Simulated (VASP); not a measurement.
Runs of VASP 6.6.1 on MoS2. Symmetry: P-3m1, No. 164, trigonal system. Conventional cell: a = 3.227 Å, b = 3.227 Å, c = 6.312 Å, α = 90.00°, β = 90.00°, γ = 120.00°. Mo (site symmetry -3m) has 6 S at 2.42 Å and 6 Mo at 3.23 Å within 3.3 Å. Within 3.3 Å of S (site symmetry 3m) lie 3 Mo at 2.42 Å and 6 S at 3.23 Å. 

```csv
smearing,gap on the mesh (eV),pressure (GPa),largest force (eV/Å)
gaussian 0.1 eV,none,-5.8,0.15
gaussian 0.5 eV,none,-5.4,0.12
gaussian 0.3 eV,none,(a),0.14
gaussian 0.2 eV,none,-5.8,0.14
```

Alike in all rows: task single point; level LDA; potentials or basis VASP PAW LDA potentials, release 64 (Mo_sv, S); no spin polarisation; cell as given; k mesh 8 × 8 × 4; cutoff (eV) 520.

Problem. Estimate the missing entries.

Solution. (a) -5.7.

Caveats: the cell stands under tension; so wide a smearing shifts energies and pressures (at least some runs).

A k mesh can miss the band edges, and the runs leave out spin-orbit coupling on Mo.

A gap of «none» marks levels without a gap at the run's occupations.
